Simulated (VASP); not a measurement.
# Al2H (I4/mcm) in VASP: single point with PBE

Aim: the single point of Al2H with PBE.

Program: VASP 6.6.1. These are calculated values, not measurements. Logs are shortened: lines on timing, memory, paths and dates and some standing lists are left out, and cuts for length are marked.

## (1) The cell of the first run

The structure is tetragonal, space group I4/mcm (No. 140). Conventional cell: a = 5.460 Å, b = 5.460 Å, c = 4.851 Å, α = 90.00°, β = 90.00°, γ = 90.00°. Within 3.1 Å of Al (site symmetry m2m) lie 4 H at 2.37 Å and 11 Al at 2.60 to 3.04 Å. H (site symmetry 422) has 8 Al at 2.37 Å and 2 H at 2.43 Å within 3.1 Å.

The cell was generated, and may not be a known phase.

## (2) Single point, PBE

Contents of INCAR:

```
SYSTEM = Al2H
PREC = Accurate ; ENCUT = 500
EDIFF = 1E-6 ; ISMEAR = 0
SIGMA = 0.2 ; LREAL = .FALSE.
LASPH = .TRUE. ; NELM = 120
ALGO = Normal ; ISIF = 2
LWAVE = .FALSE. ; LCHARG = .FALSE.
GGA = PE ; NBANDS = 16
GGA_COMPAT = .FALSE.
```

Contents of KPOINTS:

```
Automatic mesh
0
G
  4 4 4
  0 0 0
```

Contents of POSCAR:

```
Al2H
1.0
   -2.7298917425      2.7298917425      2.4257083028
    2.7298917425     -2.7298917425      2.4257083028
    2.7298917425      2.7298917425     -2.4257083028
Al H
4 2
Direct
    0.6682901192      0.1682901192      0.8365802384
    0.1682901192      0.3317098808      0.5000000000
    0.3317098808      0.8317098808      0.1634197616
    0.8317098808      0.6682901192      0.5000000000
    0.2500000000      0.2500000000      0.0000000000
    0.7500000000      0.7500000000      0.0000000000
```

Potentials or basis: VASP PAW PBE potentials, release 64 (Al, H).

Launch:

```sh
$ cat potpaw_PBE.64/Al/POTCAR potpaw_PBE.64/H/POTCAR > POTCAR
$ mpirun -np 1 vasp_std > vasp.out
```

OUTCAR:

```text
SYSTEM = Al2H
   PREC = Accurate
   ENCUT = 500
   EDIFF = 1E-6
   ISMEAR = 0
   LREAL = .FALSE.
   LASPH = .TRUE.
   NELM = 120
   ISIF = 2
   GGA = PE

 ion  position               nearest neighbor table
   1  0.668  0.168  0.837-   3 2.60   3 2.73   3 2.73   2 2.87   4 2.87   4 2.87   2 2.87   4 3.04
                             2 3.04   2 3.04   4 3.04
   2  0.168  0.332  0.500-   4 2.60   4 2.73   4 2.73   3 2.87   3 2.87   1 2.87   1 2.87   1 3.04
                             1 3.04   3 3.04   3 3.04
   3  0.332  0.832  0.163-   1 2.60   1 2.73   1 2.73   4 2.87   2 2.87   4 2.87   2 2.87   2 3.04
                             4 3.04   4 3.04   2 3.04
   4  0.832  0.668  0.500-   2 2.60   2 2.73   2 2.73   3 2.87   1 2.87   1 2.87   3 2.87   1 3.04
                             3 3.04   1 3.04   3 3.04
   5  0.250  0.250  0.000-
   6  0.750  0.750  0.000-

  LATTYP: Found a body centered tetragonal cell.
 ALAT       =     5.4597834850
 C/A-ratio  =     0.8885730760

  Lattice vectors:

 A1 = (  -2.7298917425,   2.7298917425,   2.4257083028)
 A2 = (   2.7298917425,  -2.7298917425,   2.4257083028)
 A3 = (   2.7298917425,   2.7298917425,  -2.4257083028)

Analysis of symmetry for initial positions (statically):
=====================================================================
 Subroutine PRICEL returns:
 Original cell was already a primitive cell.

 Routine SETGRP: Setting up the symmetry group for a
 body centered tetragonal supercell.

 Subroutine GETGRP returns: Found 16 space group operations
 (whereof  8 operations were pure point group operations)
 out of a pool of 16 trial point group operations.

The static configuration has the point symmetry C_4h.
 The point group associated with its full space group is D_4h.

Analysis of symmetry for dynamics (positions and initial velocities):
=====================================================================
 Subroutine PRICEL returns:
 Original cell was already a primitive cell.

 Routine SETGRP: Setting up the symmetry group for a
 body centered tetragonal supercell.

 Subroutine GETGRP returns: Found 16 space group operations
 (whereof  8 operations were pure point group operations)
 out of a pool of 16 trial point group operations.

The dynamic configuration has the point symmetry C_4h.
 The point group associated with its full space group is D_4h.

 Subroutine INISYM returns: Found 16 space group operations
 (whereof  8 operations are pure point group operations),
 and found     1 'primitive' translations

----------------------------------------------------------------------------------------

                                     Primitive cell

  volume of cell :      72.3085

  direct lattice vectors                    reciprocal lattice vectors
    -2.729891742  2.729891742  2.425708303     0.000000000  0.183157446  0.206125361
     2.729891742 -2.729891742  2.425708303     0.183157446  0.000000000  0.206125361
     2.729891742  2.729891742 -2.425708303     0.183157446  0.183157446  0.000000000

  length of vectors
     4.559460343  4.559460343  4.559460343     0.275743204  0.275743204  0.259023744

  position of ions in fractional coordinates (direct lattice)
     0.668290119  0.168290119  0.836580238
     0.168290119  0.331709881  0.500000000
     0.331709881  0.831709881  0.163419762
     0.831709881  0.668290119  0.500000000
     0.250000000  0.250000000  0.000000000
     0.750000000  0.750000000  0.000000000

  ion indices of the primitive-cell ions
   primitive index   ion index
                 1           1
                 2           2
                 3           3
                 4           4
                 5           5
                 6           6

----------------------------------------------------------------------------------------

 KPOINTS: Automatic mesh

Automatic generation of k-mesh.
 Grid dimensions read from file:
 generate k-points for:    4    4    4

 Generating k-lattice:

  Cartesian coordinates                     Fractional coordinates (reciprocal lattice)
     0.000000000  0.045789362  0.051531340     0.250000000  0.000000000  0.000000000
     0.045789362  0.000000000  0.051531340     0.000000000  0.250000000  0.000000000
     0.045789362  0.045789362  0.000000000     0.000000000  0.000000000  0.250000000

  Length of vectors
     0.068935801  0.068935801  0.064755936

  Shift w.r.t. Gamma in fractional coordinates (k-lattice)
     0.000000000  0.000000000  0.000000000

 Subroutine IBZKPT returns following result:
 ===========================================

 Found     13 irreducible k-points:

 Following reciprocal coordinates:
            Coordinates               Weight
  0.000000  0.000000  0.000000      1.000000
  0.250000  0.000000  0.000000      8.000000
  0.500000  0.000000  0.000000      4.000000
  0.250000  0.250000  0.000000      8.000000
  0.500000  0.250000  0.000000     16.000000
 -0.250000  0.250000  0.000000      4.000000
  0.500000  0.500000  0.000000      2.000000
  0.250000  0.250000  0.250000      2.000000
 -0.250000  0.250000  0.250000      4.000000
  0.500000  0.500000  0.250000      4.000000
 -0.250000  0.500000  0.250000      8.000000
 -0.250000 -0.250000  0.250000      2.000000
  0.500000  0.500000  0.500000      1.000000
   k-points           NKPTS =     13   k-points in BZ     NKDIM =     13   number of bands    NBANDS=     16
   number of dos      NEDOS =    301   number of ions     NIONS =      6
   total plane-waves  NPLWV =  46656
   dimension x,y,z NGX =    36 NGY =   36 NGZ =   36
   dimension x,y,z NGXF=    72 NGYF=   72 NGZF=   72
   ions per type =               4   2
   NGX,Y,Z   is equivalent  to a cutoff of  13.13, 13.13, 13.13 a.u.
   NGXF,Y,Z  is equivalent  to a cutoff of  26.25, 26.25, 26.25 a.u.
 SYSTEM =  Al2H
   PREC   = accura    normal or accurate (medium, high low for compatibility)
   ISTART =      0    job   : 0-new  1-cont  2-samecut
   ICHARG =      2    charge: 1-file 2-atom 10-const
   ISPIN  =      1    spin polarized calculation?
   LNONCOLLINEAR =      F non collinear calculations
   LSORBIT =      F    spin-orbit coupling
   LASPH  =      T    aspherical Exc in radial PAW
   ENCUT  =  500.0 eV  36.75 Ry    6.06 a.u.   8.31  8.31  8.31*2*pi/ulx,y,z
   NELM   =    120;   NELMIN=  2; NELMDL= -5     # of ELM steps
   EDIFF  = 0.1E-05   stopping-criterion for ELM
   LREAL  =      F    real-space projection
   EDIFFG = 0.1E-04   stopping-criterion for IOM
   NSW    =      0    number of steps for IOM
   IBRION =     -1    ionic relax: 0-MD 1-quasi-New 2-CG
   NFREE  =      0    steps in history (QN), initial steepest desc. (CG)
   ISIF   =      2    stress and relaxation
   ISYM   =      2    0-nonsym 1-usesym 2-fastsym
   POTIM  = 0.5000    time-step for ionic-motion
   TEBEG  =    0.0;   TEEND  =   0.0 temperature during run
   PSTRESS=    0.0 pullay stress
   NELECT =      14.0000    total number of electrons
   NUPDOWN=      -1.0000    fix difference up-down
   EMIN   =  10.00;   EMAX   =-10.00  energy-range for DOS
   EFERMI =   0.00;   METHOD = LEGACY
   ISMEAR =     0;   SIGMA  =   0.20  broadening in eV -4-tet -1-fermi 0-gaus
   EFERMI_NEDOS =   21; number of points for ismear=-14 and -15
   IALGO  =     38    algorithm
   IMIX   =      4    mixing-type and parameters
     AMIX     =   0.40;   BMIX     =  1.00
     AMIX_MAG =   1.60;   BMIX_MAG =  1.00
  volume/ion in A,a.u.               =      12.05        81.33
  Fermi-wavevector in a.u.,A,eV,Ry     =   0.947082  1.789726 12.203947  0.896965
  Thomas-Fermi vector in A             =   2.075142
   LORBIT       =      0    0 simple, 1 ext, 2 COOP (PROOUT), +10 PAW based schemes
   GGA     = PE    functional components
   LHFCALC =     F    Hartree Fock is set to
   AEXX    =    0.0000 exact exchange contribution
   IVDW    =     0    specifies the selected vdW correction
   LEPSILON=     F    determine dielectric tensor
   LRPA    =     F    only Hartree local field effects (RPA)
 non-spin polarized calculation
 Gauss-broadening in eV      SIGMA  =   0.20
  energy-cutoff  :      500.00
  volume of cell :       72.31
 maximum number of plane-waves:      1853
 NGX is ok and might be reduce to    36
   NGX = 17   NGY = 17   NGZ = 17

 number of electron      14.0000000 magnetization

 Free energy of the ion-electron system (eV)
  ---------------------------------------------------
  ext. energy  EPLUGINS =         0.00000000
  ---------------------------------------------------
  free energy    TOTEN  =       -19.54584890 eV

  energy without entropy =      -19.51039010  energy(sigma->0) =      -19.52811950

 E-fermi :   7.4781     XC(G=0): -10.2394

 val. band max:        7.4045492174   @ k =   0.0000   0.0000   0.0000
 cond. band min:       7.5236484599   @ k =  -0.2500  -0.2500   0.2500
 fundamental gap:      0.1190992425
 Fermi energy:         7.4781089757

 k-point     1 :       0.0000    0.0000    0.0000
  band No.  band energies     occupation
      1      -4.1113      2.00000
      2       4.2231      2.00000
      3       4.2771      2.00000
      4       5.4575      2.00000
      5       5.8602      2.00000
      6       5.8602      2.00000
[... 8 lines left out ...]
     15      15.0154      0.00000
     16      15.8620      0.00000

 k-point     2 :       0.2500    0.0000    0.0000
  band No.  band energies     occupation
      1      -3.4190      2.00000
      2       1.8542      2.00000
      3       3.2829      2.00000
      4       3.8266      2.00000
      5       4.3401      2.00000
      6       4.9100      2.00000
[... 8 lines left out ...]
     15      14.5734      0.00000
     16      14.7269      0.00000

 k-point     3 :       0.5000    0.0000    0.0000
  band No.  band energies     occupation
      1      -1.3736      2.00000
      2      -1.3736      2.00000
      3       2.9523      2.00000
      4       2.9523      2.00000
      5       3.9661      2.00000
      6       3.9661      2.00000
[... 8 lines left out ...]
     15      14.7510      0.00000
     16      14.7510      0.00000

 k-point     4 :       0.2500    0.2500    0.0000
  band No.  band energies     occupation
      1      -1.9691      2.00000
      2       0.0990      2.00000
      3       0.7763      2.00000
      4       2.7746      2.00000
      5       5.0120      2.00000
      6       5.5107      2.00000
[... 8 lines left out ...]
     15      14.0467      0.00000
     16      14.9398      0.00000

 k-point     5 :       0.5000    0.2500    0.0000
  band No.  band energies     occupation
      1      -2.2215      2.00000
      2       0.2490      2.00000
      3       0.7516      2.00000
      4       3.1574      2.00000
      5       5.0184      2.00000
      6       6.7395      2.00000
[... 8 lines left out ...]
     15      14.2119      0.00000
     16      15.0815      0.00000

 k-point     6 :      -0.2500    0.2500    0.0000
  band No.  band energies     occupation
      1      -3.5019      2.00000
      2       1.3232      2.00000
      3       3.4056      2.00000
      4       5.1165      2.00000
      5       5.1761      2.00000
      6       5.7790      2.00000
[... 8 lines left out ...]
     15      11.6772      0.00000
     16      18.0294      0.00000
[... 58 lines left out ...]
 k-point    10 :       0.5000    0.5000    0.2500
  band No.  band energies     occupation
      1      -1.3723      2.00000
      2      -0.7561      2.00000
      3       1.8773      2.00000
      4       3.2898      2.00000
      5       3.5890      2.00000
      6       3.9936      2.00000
[... 8 lines left out ...]
     15      14.9558      0.00000
     16      16.5763      0.00000

 k-point    11 :      -0.2500    0.5000    0.2500
  band No.  band energies     occupation
      1      -1.0528      2.00000
      2      -0.3927      2.00000
      3       1.0810      2.00000
      4       1.8910      2.00000
      5       3.8899      2.00000
      6       5.2299      2.00000
[... 8 lines left out ...]
     15      15.7425      0.00000
     16      16.4996      0.00000

 k-point    12 :      -0.2500   -0.2500    0.2500
  band No.  band energies     occupation
      1      -2.5693      2.00000
      2       1.2708      2.00000
      3       2.3967      2.00000
      4       2.7262      2.00000
      5       2.7262      2.00000
      6       5.5625      2.00000
[... 8 lines left out ...]
     15      14.3772      0.00000
     16      16.4015      0.00000

 k-point    13 :       0.5000    0.5000    0.5000
  band No.  band energies     occupation
      1      -0.1424      2.00000
      2       0.9138      2.00000
      3       1.2083      2.00000
      4       1.2083      2.00000
      5       1.3476      2.00000
      6       2.6920      2.00000
[... 8 lines left out ...]
     15      16.0373      0.00000
     16      18.0341      0.00000

------------------------ aborting loop because EDIFF is reached ----------------------------------------

  FORCE on cell =-STRESS in cart. coord.  units (eV):
  Direction    XX          YY          ZZ          XY          YZ          ZX
  --------------------------------------------------------------------------------------
  -------------------------------------------------------------------------------------
  Total       -0.0051741     -0.0051741      0.1699845      0.0000000      0.0000000      0.0000000
  in kB       -0.1146453     -0.1146453      3.7664357      0.0000000      0.0000000      0.0000000
  external PRESSURE =       1.1790483 kB  Pullay stress =       0.0000000 kB

 VOLUME and BASIS-vectors are now :
 -----------------------------------------------------------------------------
  energy-cutoff  :      500.00
  volume of cell :       72.31
      direct lattice vectors                 reciprocal lattice vectors
    -2.729891742  2.729891742  2.425708303     0.000000000  0.183157446  0.206125361
     2.729891742 -2.729891742  2.425708303     0.183157446  0.000000000  0.206125361
     2.729891742  2.729891742 -2.425708303     0.183157446  0.183157446  0.000000000

 POSITION                                       TOTAL-FORCE (eV/Angst)
 -----------------------------------------------------------------------------------
      0.91883      3.64872      0.00000         0.015717      0.015717     -0.000000
      1.81106      0.91883      0.00000        -0.015717      0.015717     -0.000000
      1.81106     -0.91883      2.42571        -0.015717     -0.015717      0.000000
      0.91883      1.81106      2.42571         0.015717     -0.015717      0.000000
      0.00000      0.00000      1.21285        -0.000000      0.000000      0.000000
      0.00000      0.00000      3.63856        -0.000000     -0.000000      0.000000
 -----------------------------------------------------------------------------------
    total drift:                                0.000000      0.000000     -0.000000

  FREE ENERGIE OF THE ION-ELECTRON SYSTEM (eV)
  ---------------------------------------------------
  free  energy   TOTEN  =       -19.5458489041 eV

  energy  without entropy=      -19.5103900996  energy(sigma->0) =      -19.52811950
```

It took 30 s on 1 thread of Intel Xeon 8259CL, shared host; peak memory 0.19 GiB.

What came out:

| Quantity | Value |
| --- | --- |
| Free energy | -19.5458 eV |
| Pressure | 0.1 GPa |
| Largest force | 0.022 eV/Å |
| Band gap on the k mesh | zero (bands 7 and 8 overlap by 2.47 eV) |

Forces in eV/Å, atoms in the order of the input:
```
Al   0.016  0.016  0.000
Al  -0.016  0.016  0.000
Al  -0.016 -0.016  0.000
Al   0.016 -0.016  0.000
H    0.000  0.000  0.000
H    0.000  0.000  0.000
```

Caveat: the k points lie up to 0.43 Å⁻¹ apart, too coarse for converged energies and pressures of a metal.

The gap in the log of VASP goes by the Fermi energy; the results here count the filled bands.